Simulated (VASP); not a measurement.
# SnO2 in VASP: notebook

Runs on SnO2. Level: PBE. Tasks: relaxation of the atoms, single point.

Program: VASP 6.6.1. These are calculated values, not measurements. Logs are shortened: lines on timing, memory, paths and dates and some standing lists are left out, and cuts for length are marked.

### 1 The cell of the first run

The structure is monoclinic, space group P2_1/c (No. 14). Conventional cell: a = 3.240 Å, b = 4.827 Å, c = 5.732 Å, α = 90.00°, β = 122.68°, γ = 90.00°. Within 2.7 Å of Sn (site symmetry -1) lie 6 O at 2.07 to 2.11 Å. Within 2.7 Å of O (site symmetry 1) lie 3 Sn at 2.07 to 2.11 Å and 1 O at 2.64 Å.

### 2 Relaxation of the atoms, PBE (shear of c along a, cell held: +3.0 %)

Contents of INCAR:

```
SYSTEM = SnO2
PREC = Accurate
ENCUT = 520
EDIFF = 1E-7
ISMEAR = 0
SIGMA = 0.02
LREAL = .False.
LASPH = .True.
NELM = 120
ALGO = Normal
ISIF = 2
LWAVE = .False.
LCHARG = .False.
GGA = PE
IBRION = 2
NSW = 60
EDIFFG = -0.008
GGA_COMPAT = .False.
NELMIN = 4
KPAR = 4
```

Contents of KPOINTS:

```
regular mesh
0
Gamma
  6 6 8
  0 0 0
```

Contents of POSCAR:

```
SnO2
1.0
    4.8271903440      0.0000000000      0.0000000000
    0.0000000000      4.8271903440      0.0000000000
    0.0971445676      0.0000000000      3.2381522517
Sn O
2 4
Direct
    0.5000000000      0.5000000000      0.5000000000
    0.0000000000      0.0000000000      0.0000000000
    0.1935191977      0.8066536816      0.4982724301
    0.8064808023      0.1933463184      0.5017275699
    0.3064808023      0.3066536816      0.0017275699
    0.6935191977      0.6933463184     -0.0017275699
```

Potentials or basis: VASP PAW PBE potentials, release 64 (Sn_d, O).

On the command line:

```sh
$ cat potpaw_PBE.64/Sn_d/POTCAR potpaw_PBE.64/O/POTCAR > POTCAR
$ mpirun -np 4 vasp_std > vasp.out
```

OUTCAR:

```text
SYSTEM = SnO2
   PREC = Accurate
   ENCUT = 520
   EDIFF = 1E-7
   ISMEAR = 0
   LREAL = .False.
   LASPH = .True.
   NELM = 120
   ISIF = 2
   GGA = PE
   IBRION = 2
   NSW = 60
   EDIFFG = -0.008
   NELMIN = 4

 ion  position               nearest neighbor table
   1  0.500  0.500  0.500-   5 2.07   6 2.07   4 2.09   3 2.09   6 2.11   5 2.11   2 3.75   2 3.75
                             2 3.75   2 3.75
   2  0.000  0.000  0.000-   4 2.07   3 2.07   6 2.09   5 2.09   4 2.11   3 2.11   1 3.75   1 3.75
                             1 3.75   1 3.75
   3  0.194  0.807  0.498-   2 2.07   1 2.09   2 2.11
   4  0.806  0.193  0.502-   2 2.07   1 2.09   2 2.11
   5  0.306  0.307  0.002-   1 2.07   2 2.09   1 2.11
   6  0.694  0.693  0.998-   1 2.07   2 2.09   1 2.11

  LATTYP: Found a simple monoclinic cell.
 ALAT       =     3.2396090925
 B/A-ratio  =     1.4900533386
 C/A-ratio  =     1.4900533386
 COS(beta)  =    -0.0299865091

  Lattice vectors:

 A1 = (   0.0971445676,   0.0000000000,   3.2381522517)
 A2 = (   0.0000000000,   4.8271903440,   0.0000000000)
 A3 = (  -4.8271903440,   0.0000000000,   0.0000000000)

Analysis of symmetry for initial positions (statically):
=====================================================================
 Subroutine PRICEL returns:
 Original cell was already a primitive cell.

 Routine SETGRP: Setting up the symmetry group for a
 simple monoclinic supercell.

 Subroutine GETGRP returns: Found  4 space group operations
 (whereof  2 operations were pure point group operations)
 out of a pool of  4 trial point group operations.

The static configuration has the point symmetry S_2 .
 The point group associated with its full space group is C_2h.

Analysis of symmetry for dynamics (positions and initial velocities):
=====================================================================
 Subroutine PRICEL returns:
 Original cell was already a primitive cell.

 Routine SETGRP: Setting up the symmetry group for a
 simple monoclinic supercell.

 Subroutine GETGRP returns: Found  4 space group operations
 (whereof  2 operations were pure point group operations)
 out of a pool of  4 trial point group operations.

The dynamic configuration has the point symmetry S_2 .
 The point group associated with its full space group is C_2h.

 Subroutine INISYM returns: Found  4 space group operations
 (whereof  2 operations are pure point group operations),
 and found     1 'primitive' translations

----------------------------------------------------------------------------------------

                                     Primitive cell

  volume of cell :      75.4547

  direct lattice vectors                    reciprocal lattice vectors
     4.827190344  0.000000000  0.000000000     0.207159844  0.000000000 -0.006214795
     0.000000000  4.827190344  0.000000000     0.000000000  0.207159844  0.000000000
     0.097144568  0.000000000  3.238152252     0.000000000  0.000000000  0.308818092

  length of vectors
     4.827190344  4.827190344  3.239609092     0.207253045  0.207159844  0.308818092

  position of ions in fractional coordinates (direct lattice)
     0.500000000  0.500000000  0.500000000
     0.000000000  0.000000000  0.000000000
     0.193519198  0.806653682  0.498272430
     0.806480802  0.193346318  0.501727570
     0.306480802  0.306653682  0.001727570
     0.693519198  0.693346318  0.998272430

  ion indices of the primitive-cell ions
   primitive index   ion index
                 1           1
                 2           2
                 3           3
                 4           4
                 5           5
                 6           6

----------------------------------------------------------------------------------------

 KPOINTS: regular mesh

Automatic generation of k-mesh.
 Grid dimensions read from file:
 generate k-points for:    6    6    8

 Generating k-lattice:

  Cartesian coordinates                     Fractional coordinates (reciprocal lattice)
     0.034526641  0.000000000 -0.001035799     0.166666667  0.000000000  0.000000000
     0.000000000  0.034526641  0.000000000     0.000000000  0.166666667  0.000000000
     0.000000000  0.000000000  0.038602262     0.000000000  0.000000000  0.125000000

  Length of vectors
     0.034542174  0.034526641  0.038602262

  Shift w.r.t. Gamma in fractional coordinates (k-lattice)
     0.000000000  0.000000000  0.000000000

 Subroutine IBZKPT returns following result:
 ===========================================

 Found    104 irreducible k-points:

 Following reciprocal coordinates:
            Coordinates               Weight
  0.000000  0.000000  0.000000      1.000000
  0.166667  0.000000  0.000000      2.000000
  0.333333  0.000000 -0.000000      2.000000
  0.500000  0.000000 -0.000000      1.000000
  0.000000  0.166667  0.000000      2.000000
  0.166667  0.166667  0.000000      4.000000
[... 16 lines left out ...]
  0.000000  0.166667  0.125000      4.000000
  0.166667  0.166667  0.125000      4.000000
 [... further k-points ...]
   k-points           NKPTS =    104   k-points in BZ     NKDIM =    104   number of bands    NBANDS=     31
   number of dos      NEDOS =    301   number of ions     NIONS =      6
   total plane-waves  NPLWV =  31104
   dimension x,y,z NGX =    36 NGY =   36 NGZ =   24
   dimension x,y,z NGXF=    72 NGYF=   72 NGZF=   48
   ions per type =               2   4
   NGX,Y,Z   is equivalent  to a cutoff of  12.40, 12.40, 12.32 a.u.
   NGXF,Y,Z  is equivalent  to a cutoff of  24.80, 24.80, 24.63 a.u.
 SYSTEM =  SnO2
   PREC   = accura    normal or accurate (medium, high low for compatibility)
   ISTART =      0    job   : 0-new  1-cont  2-samecut
   ICHARG =      2    charge: 1-file 2-atom 10-const
   ISPIN  =      1    spin polarized calculation?
   LNONCOLLINEAR =      F non collinear calculations
   LSORBIT =      F    spin-orbit coupling
   LASPH  =      T    aspherical Exc in radial PAW
   ENCUT  =  520.0 eV  38.22 Ry    6.18 a.u.   8.98  8.98  6.02*2*pi/ulx,y,z
   NELM   =    120;   NELMIN=  4; NELMDL= -5     # of ELM steps
   EDIFF  = 0.1E-06   stopping-criterion for ELM
   LREAL  =      F    real-space projection
   EDIFFG = -.8E-02   stopping-criterion for IOM
   NSW    =     60    number of steps for IOM
   IBRION =      2    ionic relax: 0-MD 1-quasi-New 2-CG
   NFREE  =      1    steps in history (QN), initial steepest desc. (CG)
   ISIF   =      2    stress and relaxation
   ISYM   =      2    0-nonsym 1-usesym 2-fastsym
   POTIM  = 0.5000    time-step for ionic-motion
   TEBEG  =    0.0;   TEEND  =   0.0 temperature during run
   PSTRESS=    0.0 pullay stress
   NELECT =      52.0000    total number of electrons
   NUPDOWN=      -1.0000    fix difference up-down
   EMIN   =  10.00;   EMAX   =-10.00  energy-range for DOS
   EFERMI =   0.00;   METHOD = LEGACY
   ISMEAR =     0;   SIGMA  =   0.02  broadening in eV -4-tet -1-fermi 0-gaus
   EFERMI_NEDOS =   21; number of points for ismear=-14 and -15
   IALGO  =     38    algorithm
   IMIX   =      4    mixing-type and parameters
     AMIX     =   0.40;   BMIX     =  1.00
     AMIX_MAG =   1.60;   BMIX_MAG =  1.00
  volume/ion in A,a.u.               =      12.58        84.87
  Fermi-wavevector in a.u.,A,eV,Ry     =   1.446041  2.732621 28.450248  2.091034
  Thomas-Fermi vector in A             =   2.564154
   LORBIT       =      0    0 simple, 1 ext, 2 COOP (PROOUT), +10 PAW based schemes
   GGA     = PE    functional components
   LHFCALC =     F    Hartree Fock is set to
   AEXX    =    0.0000 exact exchange contribution
   IVDW    =     0    specifies the selected vdW correction
   LEPSILON=     F    determine dielectric tensor
   LRPA    =     F    only Hartree local field effects (RPA)
 conjugate gradient relaxation of ions
 non-spin polarized calculation
 Gauss-broadening in eV      SIGMA  =   0.02
  energy-cutoff  :      520.00
  volume of cell :       75.45
 maximum number of plane-waves:      2060
   NGX = 17   NGY = 17   NGZ = 13

--------------------------------------- Ionic step        1  -------------------------------------------

 number of electron      52.0000002 magnetization

 Free energy of the ion-electron system (eV)
  ---------------------------------------------------
  ext. energy  EPLUGINS =         0.00000000
  ---------------------------------------------------
  free energy    TOTEN  =       -37.29224665 eV

  energy without entropy =      -37.29224665  energy(sigma->0) =      -37.29224665

------------------------ aborting loop because EDIFF is reached ----------------------------------------

  FORCE on cell =-STRESS in cart. coord.  units (eV):
  Direction    XX          YY          ZZ          XY          YZ          ZX
  --------------------------------------------------------------------------------------
  -------------------------------------------------------------------------------------
  Total        0.2616137      0.2817554      0.4196056      0.0000000      0.0000000     -1.3018720
  in kB        5.5550107      5.9826931      8.9097548      0.0000000      0.0000000    -27.6434819
  external PRESSURE =       6.8158195 kB  Pullay stress =       0.0000000 kB
[... 105 lines left out ...]
  energy  without entropy=      -37.2930695901  energy(sigma->0) =      -37.29306959

--------------------------------------- Ionic step        4  -------------------------------------------

 number of electron      52.0000005 magnetization

 Free energy of the ion-electron system (eV)
  ---------------------------------------------------
  ext. energy  EPLUGINS =         0.00000000
  ---------------------------------------------------
  free energy    TOTEN  =       -37.29310267 eV

  energy without entropy =      -37.29310267  energy(sigma->0) =      -37.29310267

 E-fermi :   5.6305     XC(G=0): -10.9773

 val. band max:        5.5402264368   @ k =   0.0000   0.0000   0.0000
 cond. band min:       6.1990724041   @ k =   0.0000   0.0000   0.0000
 fundamental gap:      0.6588459673
 Fermi energy:         5.6304604953

 k-point     1 :       0.0000    0.0000    0.0000
  band No.  band energies     occupation
      1     -15.5029      2.00000
      2     -14.8375      2.00000
      3     -14.6471      2.00000
      4     -14.6227      2.00000
      5     -14.6198      2.00000
      6     -14.5528      2.00000
[... 805 lines left out ...]
     30      12.4965      0.00000
     31      14.9785      0.00000

 [... further k-points ...]

------------------------ aborting loop because EDIFF is reached ----------------------------------------

  FORCE on cell =-STRESS in cart. coord.  units (eV):
  Direction    XX          YY          ZZ          XY          YZ          ZX
  --------------------------------------------------------------------------------------
  -------------------------------------------------------------------------------------
  Total        0.2393419      0.2618982      0.3549536      0.0000000      0.0000000     -1.1960743
  in kB        5.0820998      5.5610528      7.5369566      0.0000000      0.0000000    -25.3970133
  external PRESSURE =       6.0600364 kB  Pullay stress =       0.0000000 kB
[... 21 lines left out ...]
  FREE ENERGIE OF THE ION-ELECTRON SYSTEM (eV)
  ---------------------------------------------------
  free  energy   TOTEN  =       -37.2931026655 eV

  energy  without entropy=      -37.2931026655  energy(sigma->0) =      -37.29310267

 reached required accuracy - stopping structural energy minimisation
```

Run time: 2.1 min. Hardware: 4 MPI ranks of Intel Xeon Platinum 8375C at 2.90GHz (Ice Lake), shared host; peak memory 0.31 GiB.

What came out:

| Quantity | Value |
| --- | --- |
| Free energy | -37.2931 eV |
| Energy gained by relaxing | 0.1 meV/atom |
| Ionic steps | 4 |
| Pressure after relaxing | 0.6 GPa |
| Band gap on the k mesh | 0.66 eV |

Forces in eV/Å, atoms in the order of the input:
```
Sn   0.000  0.000  0.000
Sn   0.000  0.000  0.000
O    0.002  0.002  0.000
O   -0.002 -0.002  0.000
O   -0.002  0.002  0.000
O    0.002 -0.002  0.000
```

The path:
```csv
step,energy change (eV),largest force (eV/Å),pressure (GPa)
1,0.0000,0.0719,0.68
2,-0.0007,0.0302,0.62
3,-0.0008,0.0172,0.59
4,-0.0009,0.0024,0.61
```

Final structure:
```cif
data_structure
_symmetry_space_group_name_H-M 'P 1'
_symmetry_Int_Tables_number 1
_cell_length_a 4.8272
_cell_length_b 4.8272
_cell_length_c 3.2396
_cell_angle_alpha 90.000
_cell_angle_beta 88.282
_cell_angle_gamma 90.000
_cell_volume 75.45
loop_
_atom_site_label
_atom_site_type_symbol
_atom_site_fract_x
_atom_site_fract_y
_atom_site_fract_z
_atom_site_occupancy
Sn1 Sn 0.50000 0.50000 0.50000 1
Sn2 Sn 0.00000 0.00000 0.00000 1
O1 O 0.19372 0.80656 0.49643 1
O2 O 0.80628 0.19344 0.50357 1
O3 O 0.30628 0.30656 0.00357 1
O4 O 0.69372 0.69344 0.99643 1
```

Caveat: the cell differs from its parent crystal (shear of c along a, cell held: +3.0 %); spin-orbit coupling is left out, which moves the levels of the heavy elements.

### 3 Single point, PBE

This run uses another cell than the first one, of 12.33 Å³/atom.

Contents of INCAR:

```
ALGO = Normal ; EDIFF = 1E-6
ENCUT = 520 ; GGA = PE
ISIF = 2 ; ISMEAR = 0
LASPH = True ; LCHARG = False
LREAL = False ; LWAVE = False
NBANDS = 35 ; NELM = 60
PREC = Accurate ; SIGMA = 0.02
```

Contents of KPOINTS:

```
k-points
0
Gamma
  6 6 8
```

Contents of POSCAR:

```
SnO2
1.0
    4.7547824924      0.0000000000      0.0000000000
    0.0000000000      4.7547824924      0.0000000000
    0.0000000000      0.0000000000      3.2734776159
Sn O
2 4
Direct
    0.5000000000      0.5000000000      0.5000000000
    0.0000000000      0.0000000000      0.0000000000
    0.1933941870      0.8066058130      0.5000000000
    0.8066058130      0.1933941870      0.5000000000
    0.3066058130      0.3066058130      0.0000000000
    0.6933941870      0.6933941870      0.0000000000
```

Potentials or basis: VASP PAW PBE potentials, release 64 (Sn_d, O).

On the command line:

```sh
$ cat potpaw_PBE.64/Sn_d/POTCAR potpaw_PBE.64/O/POTCAR > POTCAR
$ mpirun -np 1 vasp_std > vasp.out
```

OUTCAR:

```text
EDIFF = 1E-6
   ENCUT = 520
   GGA = PE
   ISIF = 2
   ISMEAR = 0
   LASPH = True
   LREAL = False
   NELM = 60
   PREC = Accurate

 ion  position               nearest neighbor table
   1  0.500  0.500  0.500-   3 2.06   4 2.06   5 2.09   6 2.09   5 2.09   6 2.09   2 3.74   2 3.74
                             2 3.74   2 3.74   2 3.74   2 3.74   2 3.74   2 3.74
   2  0.000  0.000  0.000-   5 2.06   6 2.06   3 2.09   4 2.09   3 2.09   4 2.09   1 3.74   1 3.74
[... 1127 lines left out ...]
  -------------------------------------------------------------------------------------
  Total        2.1924714      2.1924714      0.3714658     -0.0000000      0.0000000      0.0000000
  in kB       47.4650384     47.4650384      8.0419004     -0.0000000      0.0000000      0.0000000
  external PRESSURE =      34.3239924 kB  Pullay stress =       0.0000000 kB

 VOLUME and BASIS-vectors are now :
 -----------------------------------------------------------------------------
  energy-cutoff  :      520.00
  volume of cell :       74.01
      direct lattice vectors                 reciprocal lattice vectors
     4.754782492  0.000000000  0.000000000     0.210314563  0.000000000  0.000000000
     0.000000000  4.754782492  0.000000000     0.000000000  0.210314563  0.000000000
     0.000000000  0.000000000  3.273477616     0.000000000  0.000000000  0.305485516

 POSITION                                       TOTAL-FORCE (eV/Angst)
 -----------------------------------------------------------------------------------
      2.37739      2.37739      1.63674        -0.000000      0.000000      0.000000
      0.00000      0.00000      0.00000        -0.000000      0.000000      0.000000
      0.91955      3.83524      1.63674         0.006755     -0.006755      0.000000
      3.83524      0.91955      1.63674        -0.006755      0.006755     -0.000000
      1.45784      1.45784      0.00000        -0.006755     -0.006755      0.000000
      3.29694      3.29694      0.00000         0.006755      0.006755     -0.000000
 -----------------------------------------------------------------------------------
    total drift:                                0.000000      0.000000      0.000000

  FREE ENERGIE OF THE ION-ELECTRON SYSTEM (eV)
  ---------------------------------------------------
  free  energy   TOTEN  =       -37.2763870350 eV

  energy  without entropy=      -37.2763870350  energy(sigma->0) =      -37.27638704
```

Run time: 1.9 min. Hardware: 1 thread of Intel Xeon 8259CL, shared host; peak memory 0.24 GiB.

Results:

* Free energy: -37.2764 eV
* Pressure: 3.4 GPa
* Largest force: 0.010 eV/Å
* Band gap on the k mesh: 0.79 eV

Forces in eV/Å, atoms in the order of the input:
```
Sn   0.000  0.000  0.000
Sn   0.000  0.000  0.000
O    0.007 -0.007  0.000
O   -0.007  0.007  0.000
O   -0.007 -0.007  0.000
O    0.007  0.007  0.000
```

Caveat: the cell stands under pressure; spin-orbit coupling is left out, which moves the levels of the heavy elements.
